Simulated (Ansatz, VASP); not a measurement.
**One calculation of Te2Mo, two programs**

```
Te Mo
1.0
     3.56039    0.00000    0.00000
    -1.78020    3.08339    0.00000
     0.00000    0.00000   24.81126
Te Mo
4 2
Cartesian
  0.0000 2.0556 5.5488
  1.7802 1.0278 22.8420
  1.7802 1.0278 19.2625
  0.0000 2.0556 1.9693
  1.7802 1.0278 3.7599
  0.0000 2.0556 21.0513
```

Alike in both runs: task single point; functional PBE; k mesh 8 × 8 × 1; occupations gaussian, width 0.1 eV; no spin polarisation.

|  | VASP | Ansatz |
| --- | --- | --- |
| version | VASP 6.6.1 | Ansatz 0.2.0 |
| potentials or method | VASP PAW PBE potentials, release 64 (Te, Mo_sv), cutoff 500 eV | scalar-relativistic, plane waves, PAW |
| valence electrons in the cell | 52 | 92 |

Ansatz gave:

| Property | Result |
| --- | --- |
| rms of the force components (eV/Å) | 0.104 |

Problem. Which values does VASP return?

Solution. rms of the force components (eV/Å): 0.112.

Atom by atom the forces differ by 0.007 eV/Å (rms over components). The functional is the same, so the differences come from potentials, cutoffs and numerics. VASP's potentials hold 52 valence electrons a cell and Ansatz's 92, so a difference there can come from the potentials and not from the codes.

Neither program's run includes spin-orbit coupling.
